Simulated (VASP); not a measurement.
Crystal: BAs.

```xyz
2
Lattice="0.0000 2.3784 2.3784 2.3784 0.0000 2.3784 2.3784 2.3784 0.0000" Properties=species:S:1:pos:R:3 pbc="T T T"
B     0.0000    0.0000    0.0000
As    3.5676    3.5676    3.5676
```

Base run:

- Program: VASP 6.6.1
- Functional: PBEsol
- Potentials or basis: VASP PAW PBE potentials, release 64 (B, As)
- Cutoff: 520 eV
- k mesh: 10 × 10 × 10
- Occupations: gaussian, width 0.01 eV
- Spin: no spin polarisation

Its results: band gap on the k mesh 1.06 eV, indirect (least direct gap 3.26 eV); pressure 1.9 GPa.

**Question.** The run is repeated on the same cell with these changes: potentials or basis from VASP PAW PBE potentials, release 64 (B, As) to VASP PAW PBE potentials, release 64 (B, As_d); cutoff from 520 eV to 600 eV; further incar settings from ALGO = Normal; EDIFF = 1e-07; NBANDS = 11 to ALGO = Normal; EDIFF = 1e-06; NBANDS = 16; valence electrons from 8 to 18. What comes out?

**Answer.** Band gap on the k mesh 1.07 eV, indirect (least direct gap 3.26 eV); pressure 0.8 GPa.

Caveats: the PAW data sets were made with another functional, which shifts forces and pressure a little.

A k mesh can miss the band edges.
